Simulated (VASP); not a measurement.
# YZrF2 (P4/mmm) in VASP: relaxation of cell and atoms with PBE

Aim: the relaxation of cell and atoms of YZrF2 with PBE.

Program: VASP 6.6.1. These are calculated values, not measurements. Logs are shortened: lines on timing, memory, paths and dates and some standing lists are left out, and cuts for length are marked.

## (1) The cell of the first run

Symmetry: P4/mmm, No. 123, tetragonal system. Conventional cell: a = 4.460 Å, b = 4.460 Å, c = 2.628 Å, α = 90.00°, β = 90.00°, γ = 90.00°. Y (site symmetry 4/mmm) has 8 F at 2.59 Å and 2 Y at 2.63 Å and 8 Zr at 3.42 Å within 3.5 Å. Within 2.9 Å of Zr (site symmetry 4/mmm) lie 4 F at 2.23 Å and 2 Zr at 2.63 Å. F (site symmetry mmm) has 2 Zr at 2.23 Å and 4 Y at 2.59 Å and 2 F at 2.63 Å within 2.9 Å.

## (2) Relaxation of cell and atoms, PBE

Contents of INCAR:

```
PREC     = Accurate       # precision mode
ENCUT    = 910            # plane-wave cutoff, eV
EDIFF    = 1E-7           # SCF threshold, eV
ISMEAR   = 0              # smearing method
SIGMA    = 0.1            # smearing width, eV
LREAL    = F              # projectors in reciprocal space
LASPH    = T              # aspherical terms in the spheres
NELM     = 120            # most SCF steps
ALGO     = Normal         # electronic algorithm
ISIF     = 3              # what is computed and relaxed
LWAVE    = F              # write WAVECAR
LCHARG   = F              # write CHGCAR
GGA      = PE             # functional
IBRION   = 2              # ionic algorithm
NSW      = 90             # ionic steps
EDIFFG   = -0.04          # ionic threshold
GGA_COMPAT= F            
NELMIN   = 4
```

Contents of KPOINTS:

```
regular mesh
0
Gamma
  4 4 6
```

Contents of POSCAR:

```
YZrF2
1.0
    4.4604813600      0.0000000000      0.0000000000
    0.0000000000      4.4604813600      0.0000000000
    0.0000000000      0.0000000000      2.6276823800
Y Zr F
1 1 2
Direct
    0.5000000000      0.5000000000      0.5000000000
    0.0000000000      0.0000000000      0.0000000000
    0.5000000000      0.0000000000      0.0000000000
    0.0000000000      0.5000000000      0.0000000000
```

Potentials or basis: VASP PAW PBE potentials, release 64 (Y_sv, Zr_sv, F_h).

Launch:

```sh
> cat potpaw_PBE.64/Y_sv/POTCAR potpaw_PBE.64/Zr_sv/POTCAR potpaw_PBE.64/F_h/POTCAR > POTCAR
> mpirun -np 1 vasp_std > vasp.out
```

OUTCAR:

```text
PREC = Accurate
   ENCUT = 910
   EDIFF = 1E-7
   ISMEAR = 0
   LREAL = F
   LASPH = T
   NELM = 120
   ISIF = 3
   GGA = PE
   IBRION = 2
   NSW = 90
   EDIFFG = -0.04
   NELMIN = 4

 ion  position               nearest neighbor table
   1  0.500  0.500  0.500-   3 2.59   4 2.59   3 2.59   4 2.59   3 2.59   3 2.59   4 2.59   4 2.59
                             2 3.42   2 3.42   2 3.42   2 3.42   2 3.42   2 3.42   2 3.42   2 3.42
   2  0.000  0.000  0.000-   3 2.23   4 2.23   4 2.23   3 2.23   1 3.42   1 3.42   1 3.42   1 3.42
                             1 3.42   1 3.42   1 3.42   1 3.42
   3  0.500  0.000  0.000-   2 2.23   2 2.23   1 2.59   1 2.59   1 2.59   1 2.59
   4  0.000  0.500  0.000-   2 2.23   2 2.23   1 2.59   1 2.59   1 2.59   1 2.59

  LATTYP: Found a simple tetragonal cell.
 ALAT       =     4.4604813600
 C/A-ratio  =     0.5891028721

  Lattice vectors:

 A1 = (   4.4604813600,   0.0000000000,   0.0000000000)
 A2 = (   0.0000000000,   4.4604813600,   0.0000000000)
 A3 = (   0.0000000000,   0.0000000000,   2.6276823800)

Analysis of symmetry for initial positions (statically):
=====================================================================
 Subroutine PRICEL returns:
 Original cell was already a primitive cell.

 Routine SETGRP: Setting up the symmetry group for a
 simple tetragonal supercell.

 Subroutine GETGRP returns: Found 16 space group operations
 (whereof 16 operations were pure point group operations)
 out of a pool of 16 trial point group operations.

The static configuration has the point symmetry D_4h.

Analysis of symmetry for dynamics (positions and initial velocities):
=====================================================================
 Subroutine PRICEL returns:
 Original cell was already a primitive cell.

 Routine SETGRP: Setting up the symmetry group for a
 simple tetragonal supercell.

 Subroutine GETGRP returns: Found 16 space group operations
 (whereof 16 operations were pure point group operations)
 out of a pool of 16 trial point group operations.

The dynamic configuration has the point symmetry D_4h.

 Subroutine INISYM returns: Found 16 space group operations
 (whereof 16 operations are pure point group operations),
 and found     1 'primitive' translations

----------------------------------------------------------------------------------------

                                     Primitive cell

  volume of cell :      52.2801

  direct lattice vectors                    reciprocal lattice vectors
     4.460481360  0.000000000  0.000000000     0.224191050  0.000000000  0.000000000
     0.000000000  4.460481360  0.000000000     0.000000000  0.224191050  0.000000000
     0.000000000  0.000000000  2.627682380     0.000000000  0.000000000  0.380563499

  length of vectors
     4.460481360  4.460481360  2.627682380     0.224191050  0.224191050  0.380563499

  position of ions in fractional coordinates (direct lattice)
     0.500000000  0.500000000  0.500000000
     0.000000000  0.000000000  0.000000000
     0.500000000  0.000000000  0.000000000
     0.000000000  0.500000000  0.000000000

  ion indices of the primitive-cell ions
   primitive index   ion index
                 1           1
                 2           2
                 3           3
                 4           4

----------------------------------------------------------------------------------------

 KPOINTS: regular mesh

Automatic generation of k-mesh.
 Grid dimensions read from file:
 generate k-points for:    4    4    6

 Generating k-lattice:

  Cartesian coordinates                     Fractional coordinates (reciprocal lattice)
     0.056047763  0.000000000  0.000000000     0.250000000  0.000000000  0.000000000
     0.000000000  0.056047763  0.000000000     0.000000000  0.250000000  0.000000000
     0.000000000  0.000000000  0.063427250     0.000000000  0.000000000  0.166666667

  Length of vectors
     0.056047763  0.056047763  0.063427250

  Shift w.r.t. Gamma in fractional coordinates (k-lattice)
     0.000000000  0.000000000  0.000000000

 Subroutine IBZKPT returns following result:
 ===========================================

 Found     24 irreducible k-points:

 Following reciprocal coordinates:
            Coordinates               Weight
  0.000000  0.000000  0.000000      1.000000
  0.250000  0.000000  0.000000      4.000000
  0.500000  0.000000  0.000000      2.000000
  0.250000  0.250000  0.000000      4.000000
  0.500000  0.250000  0.000000      4.000000
  0.500000  0.500000  0.000000      1.000000
[... 16 lines left out ...]
  0.500000  0.250000  0.500000      4.000000
  0.500000  0.500000  0.500000      1.000000
   k-points           NKPTS =     24   k-points in BZ     NKDIM =     24   number of bands    NBANDS=     22
   number of dos      NEDOS =    301   number of ions     NIONS =      4
   total plane-waves  NPLWV =  64512
   dimension x,y,z NGX =    48 NGY =   48 NGZ =   28
   dimension x,y,z NGXF=    96 NGYF=   96 NGZF=   56
   ions per type =               1   1   2
   NGX,Y,Z   is equivalent  to a cutoff of  17.89, 17.89, 17.71 a.u.
   NGXF,Y,Z  is equivalent  to a cutoff of  35.78, 35.78, 35.43 a.u.
 SYSTEM =  unknown system
   PREC   = accura    normal or accurate (medium, high low for compatibility)
   ISTART =      0    job   : 0-new  1-cont  2-samecut
   ICHARG =      2    charge: 1-file 2-atom 10-const
   ISPIN  =      1    spin polarized calculation?
   LNONCOLLINEAR =      F non collinear calculations
   LSORBIT =      F    spin-orbit coupling
   LASPH  =      T    aspherical Exc in radial PAW
   ENCUT  =  910.0 eV  66.88 Ry    8.18 a.u.  10.97 10.97  6.46*2*pi/ulx,y,z
   NELM   =    120;   NELMIN=  4; NELMDL= -5     # of ELM steps
   EDIFF  = 0.1E-06   stopping-criterion for ELM
   LREAL  =      F    real-space projection
   EDIFFG = -.4E-01   stopping-criterion for IOM
   NSW    =     90    number of steps for IOM
   IBRION =      2    ionic relax: 0-MD 1-quasi-New 2-CG
   NFREE  =      1    steps in history (QN), initial steepest desc. (CG)
   ISIF   =      3    stress and relaxation
   ISYM   =      2    0-nonsym 1-usesym 2-fastsym
   POTIM  = 0.5000    time-step for ionic-motion
   TEBEG  =    0.0;   TEEND  =   0.0 temperature during run
   PSTRESS=    0.0 pullay stress
   NELECT =      37.0000    total number of electrons
   NUPDOWN=      -1.0000    fix difference up-down
   EMIN   =  10.00;   EMAX   =-10.00  energy-range for DOS
   EFERMI =   0.00;   METHOD = LEGACY
   ISMEAR =     0;   SIGMA  =   0.10  broadening in eV -4-tet -1-fermi 0-gaus
   EFERMI_NEDOS =   21; number of points for ismear=-14 and -15
   IALGO  =     38    algorithm
   IMIX   =      4    mixing-type and parameters
     AMIX     =   0.40;   BMIX     =  1.00
     AMIX_MAG =   1.60;   BMIX_MAG =  1.00
  volume/ion in A,a.u.               =      13.07        88.20
  Fermi-wavevector in a.u.,A,eV,Ry     =   1.458915  2.756949 28.959085  2.128433
  Thomas-Fermi vector in A             =   2.575543
   LORBIT       =      0    0 simple, 1 ext, 2 COOP (PROOUT), +10 PAW based schemes
   GGA     = PE    functional components
   LHFCALC =     F    Hartree Fock is set to
   AEXX    =    0.0000 exact exchange contribution
   IVDW    =     0    specifies the selected vdW correction
   LEPSILON=     F    determine dielectric tensor
   LRPA    =     F    only Hartree local field effects (RPA)
 conjugate gradient relaxation of ions
 non-spin polarized calculation
 Gauss-broadening in eV      SIGMA  =   0.10
  energy-cutoff  :      910.00
  volume of cell :       52.28
 maximum number of plane-waves:      3294
 NGX is ok and might be reduce to    48
   NGX = 21   NGY = 21   NGZ = 13

--------------------------------------- Ionic step        1  -------------------------------------------

 number of electron      37.0000007 magnetization

 Free energy of the ion-electron system (eV)
  ---------------------------------------------------
  ext. energy  EPLUGINS =         0.00000000
  ---------------------------------------------------
  free energy    TOTEN  =       -23.87859214 eV

  energy without entropy =      -23.85739290  energy(sigma->0) =      -23.86799252

------------------------ aborting loop because EDIFF is reached ----------------------------------------

  FORCE on cell =-STRESS in cart. coord.  units (eV):
  Direction    XX          YY          ZZ          XY          YZ          ZX
  --------------------------------------------------------------------------------------
  -------------------------------------------------------------------------------------
  Total        5.4497811      5.4497811     12.3374698      0.0000000      0.0000000      0.0000000
  in kB      167.0141667    167.0141667    378.0944994      0.0000000      0.0000000      0.0000000
  external PRESSURE =     237.3742776 kB  Pullay stress =       0.0000000 kB

 VOLUME and BASIS-vectors are now :
 -----------------------------------------------------------------------------
  energy-cutoff  :      910.00
  volume of cell :       52.28
      direct lattice vectors                 reciprocal lattice vectors
     4.460481360  0.000000000  0.000000000     0.224191050  0.000000000  0.000000000
     0.000000000  4.460481360  0.000000000     0.000000000  0.224191050  0.000000000
     0.000000000  0.000000000  2.627682380     0.000000000  0.000000000  0.380563499
[... 267 lines left out ...]
 POSITION                                       TOTAL-FORCE (eV/Angst)
 -----------------------------------------------------------------------------------
      2.26570      2.26570      1.53121         0.000000     -0.000000      0.000000
      0.00000      4.53140      3.06242         0.000000     -0.000000      0.000000
      2.26570      0.00000      0.00000         0.000000     -0.000000      0.000000
      0.00000      2.26570      0.00000         0.000000      0.000000      0.000000
 -----------------------------------------------------------------------------------
    total drift:                                0.000000      0.000000      0.000000

  FREE ENERGIE OF THE ION-ELECTRON SYSTEM (eV)
  ---------------------------------------------------
  free  energy   TOTEN  =       -25.0071148222 eV

  energy  without entropy=      -24.9846764282  energy(sigma->0) =      -24.99589563

--------------------------------------- Ionic step        9  -------------------------------------------

 number of electron      37.0000001 magnetization

 Free energy of the ion-electron system (eV)
  ---------------------------------------------------
  ext. energy  EPLUGINS =         0.00000000
  ---------------------------------------------------
  free energy    TOTEN  =       -25.00757736 eV

  energy without entropy =      -24.98534528  energy(sigma->0) =      -24.99646132

 E-fermi :   7.8330     XC(G=0): -10.8560

 val. band max:        7.7976671415   @ k =   0.5000   0.0000   0.0000
 cond. band min:       7.8388225568   @ k =   0.2500   0.2500   0.5000
 fundamental gap:      0.0411554152
 Fermi energy:         7.8330272177

 k-point     1 :       0.0000    0.0000    0.0000
  band No.  band energies     occupation
      1     -41.9552      2.00000
      2     -35.7365      2.00000
      3     -20.2682      2.00000
      4     -20.2682      2.00000
      5     -19.3180      2.00000
      6     -19.1909      2.00000
[... 14 lines left out ...]
     21       8.5589      0.00000
     22       9.8285      0.00000
[... 595 lines left out ...]
 POSITION                                       TOTAL-FORCE (eV/Angst)
 -----------------------------------------------------------------------------------
      2.26853      2.26853      1.53465         0.000000     -0.000000      0.000000
      0.00000      0.00000      0.00000         0.000000     -0.000000      0.000000
      2.26853      0.00000      0.00000         0.000000     -0.000000      0.000000
      0.00000      2.26853     -0.00000         0.000000      0.000000      0.000000
 -----------------------------------------------------------------------------------
    total drift:                                0.000000      0.000000      0.000000

  FREE ENERGIE OF THE ION-ELECTRON SYSTEM (eV)
  ---------------------------------------------------
  free  energy   TOTEN  =       -25.0075773564 eV

  energy  without entropy=      -24.9853452758  energy(sigma->0) =      -24.99646132

 reached required accuracy - stopping structural energy minimisation
```

Wall time 4.9 min (1 thread of Intel Xeon 6975P-C (Granite Rapids), shared host); peak memory 0.32 GiB.

What came out:

* Free energy: -25.0076 eV
* Relaxed volume: 15.80 Å³/atom
* Relaxed cell: a = 4.537 Å, b = 4.537 Å, c = 3.069 Å, α = 90.00°, β = 90.00°, γ = 90.00°
* Space group after relaxing (to 0.1 Å): P4/mmm (No. 123)
* Energy gained by relaxing: 282.2 meV/atom
* Ionic steps: 9
* Pressure after relaxing: 0.0 GPa
* Band gap on the k mesh: zero (an odd number of electrons rules out a gap without spin polarisation)

The path:
| step | energy change (eV) | largest force (eV/Å) | pressure (GPa) | volume (Å³) |
| --- | --- | --- | --- | --- |
| 1 | 0.0000 | 0.0000 | 23.74 | 52.28 |
| 2 | -0.9257 | 0.0000 | -7.66 | 68.21 |
| 3 | -1.0005 | 0.0000 | -2.48 | 64.55 |
| 4 | -1.1231 | 0.0000 | -1.26 | 63.83 |
| 5 | -1.1278 | 0.0000 | -0.86 | 63.66 |
| 6 | -1.1280 | 0.0000 | -0.57 | 63.62 |
| 7 | -1.1280 | 0.0000 | -0.79 | 63.60 |
| 8 | -1.1285 | 0.0000 | 0.58 | 62.88 |
| 9 | -1.1290 | 0.0000 | 0.01 | 63.18 |

Final structure:
```
Y Zr F
1.0
     4.53706    0.00000    0.00000
     0.00000    4.53706    0.00000
     0.00000    0.00000    3.06931
Y Zr F
1 1 2
Direct
  0.50000 0.50000 0.50000
  0.00000 0.00000 0.00000
  0.50000 0.00000 0.00000
  0.00000 0.50000 0.00000
```

Caveat: the k points lie up to 0.35 Å⁻¹ apart in the final cell, too coarse for converged energies and pressures of a metal; the cutoff is under 1.25 times the usual one of these potentials, so pressure, stress and relaxed cells hold a basis-set (Pulay) error; the volume moved by over 15 % at a fixed basis, so the end points are rough; an odd number of electrons without spin polarisation forces a metal; a magnetic or distorted state may lie lower.
